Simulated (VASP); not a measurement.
Crystal: Hf4C.

```
Hf C
1.0
    -3.06254    3.06254    3.06254
     3.06254   -3.06254    3.06254
     3.06254    3.06254   -3.06254
Hf C
4 1
Direct
  0.34960 0.34960 0.34960
  0.65040 0.00000 0.00000
  0.00000 0.00000 0.65040
  0.00000 0.65040 0.00000
  0.00000 0.00000 0.00000
```

The cell was generated, and may not be a known phase.

```yaml
Program: VASP 6.6.1
Task: relaxation of cell and atoms
Functional: PBE
Potentials_or_basis: VASP PAW PBE potentials, release 64 (Hf_pv, C)
Cutoff: 600 eV
k_mesh: 4 × 4 × 4
Occupations: gaussian, width 0.1 eV
Spin: no spin polarisation
```

At the start: pressure 18.8 GPa; volume 22.98 Å³/atom.

Task: Where does the relaxation end?

Result: Over 24 steps the energy falls by 998.2 meV/atom and the volume is 19.08 Å³/atom (-17.0 %); space group I-43m (No. 217, to 0.1 Å) before, Im-3m (No. 229, to 0.1 Å).

Step by step:
```
step  energy change (eV)  largest force (eV/Å)  pressure (GPa)  volume (Å³)
   1              0.0000                7.1522           18.75       114.90
   2              1.5941                0.9762          -19.28       165.67
   3             -2.3211                0.4357           -7.81       131.82
   4             -2.3721                0.8274           -6.13       129.85
   5             -2.3810                1.1202           -4.88       128.53
   6             -2.8599                1.0818           -1.83       118.20
   7             -3.2177                2.1237            7.14       102.21
   8             -1.4061                3.3109           52.24        74.70
   9             -3.0490                2.5055           10.85        99.35
  10             -3.2135                2.5309           10.48        98.22
  11             -3.7233                2.4088           10.26        94.89
  12             -4.3441                1.3215           12.85        88.46
  13             -4.3727                0.8844           15.78        86.02
  14             -4.7136                0.6605            8.58        90.02
  15             -4.7799                0.1419           -6.88       102.62
  16             -4.9090                0.3235           -1.15        97.03
  17             -4.9096                0.3405           -0.64        96.60
  18             -4.9163                0.3219           -0.58        96.49
  19             -4.9341                0.2707           -0.39        96.15
  20             -4.9604                0.1856            0.08        95.48
  21             -4.9827                0.0720            1.37        94.14
  22             -4.9899                0.0387           -0.59        95.66
  23             -4.9901                0.0432           -0.30        95.42
  24             -4.9911                0.0359           -0.27        95.39
```

Final structure:
```xyz
5
Lattice="-2.8784 2.8784 2.8784 2.8784 -2.8784 2.8784 2.8784 2.8784 -2.8784" Properties=species:S:1:pos:R:3 pbc="T T T"
Hf    1.4214    1.4214    1.4214
Hf   -1.4570    1.4570    1.4570
Hf    1.4570    1.4570   -1.4570
Hf    1.4570   -1.4570    1.4570
C     0.0000    0.0000    0.0000
```

Caveat: the k points lie up to 0.39 Å⁻¹ apart in the final cell, too coarse for converged energies and pressures of a metal; the volume moved by over 15 % at a fixed basis, so the end points are rough.
